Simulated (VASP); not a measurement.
Runs of VASP 6.6.1 on Al. The structure is that of space group Fm-3m (No. 225), or close to it. The cells are those of the table. 

```csv
task,cell,k mesh,cutoff (eV),gap on the mesh (eV),pressure (GPa)
relaxation of cell and atoms,"relaxed from a = 2.863 Å, angles 60.0°, 1 atom",13 × 13 × 13,600,none,0.0
single point,"a = 2.761 Å, angles 60.0°, 1 atom",22 × 22 × 22,520,none,8.4
single point,"a = 2.913 Å, angles 60.0°, 1 atom",22 × 22 × 22,520,none,-5.2
single point,"a = 2.876 Å, angles 60.0°, 1 atom",22 × 22 × 22,520,none,-2.9
single point,"a = 2.800 Å, angles 60.0°, 1 atom",22 × 22 × 22,520,none,(a)
single point,"a = 2.839 Å, angles 60.0°, 1 atom",13 × 13 × 13,520,none,0.0
single point,"a = 2.720 Å, angles 60.0°, 1 atom",22 × 22 × 22,520,none,14.2
single point,"a = 2.948 Å, angles 60.0°, 1 atom",22 × 22 × 22,520,none,-7.1
single point,"a = 2.839 Å, angles 60.0°, 1 atom",22 × 22 × 22,520,none,(b)
```

Alike in all rows: level PBEsol; potentials or basis VASP PAW PBE potentials, release 64 (Al); no spin polarisation; smearing fermi-dirac 0.1 eV.

**Question.** Estimate the missing entries.

**Answer.** (a) 3.8; (b) 0.1.

Caveats: the PAW data sets were made with another functional, which shifts forces and pressure a little.

A gap of «none» marks levels without a gap at the run's occupations.
